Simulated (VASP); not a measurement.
**KBr: single point with PBE**

The system is KBr.

```
K Br
1.0
     0.00000    3.34978    3.34978
     3.34978    0.00000    3.34978
     3.34978    3.34978    0.00000
K Br
1 1
Direct
  0.00000 0.00000 0.00000
  0.50000 0.50000 0.50000
```

```yaml
Program: VASP 6.6.1
Task: single point
Functional: PBE
Potentials_or_basis: VASP PAW PBE potentials, release 64 (K_sv, Br)
Cutoff: 520 eV
k_mesh: 6 × 6 × 6
Occupations: gaussian, width 0.05 eV
Spin: no spin polarisation
```

The pressure is 0.1 GPa and the band gap on the k mesh is 4.32 eV.

Levels at points of the mesh, in eV from the valence-band top:
| k point | band 4 | band 5 | band 6 | band 7 | band 8 | band 9 | band 10 | band 11 | band 12 | band 13 |
| --- | --- | --- | --- | --- | --- | --- | --- | --- | --- | --- |
| (0.00, 0.00, 0.00) | -11.35 | -11.35 | 0.00 | 0.00 | 0.00 | 4.32 | 7.59 | 7.59 | 7.59 | 8.39 |
| (0.50, 0.00, 0.00) | -11.36 | -11.12 | -1.09 | -0.30 | -0.30 | 6.49 | 8.06 | 9.64 | 9.64 | 9.93 |
| (0.50, 0.50, 0.00) | -11.38 | -11.38 | -0.77 | -0.27 | -0.27 | 5.91 | 7.03 | 9.26 | 9.29 | 9.51 |

Wall time 16 s on 1 thread of AMD EPYC 7R13 Processor (Zen 3), on a shared host, peak memory 0.18 GiB.
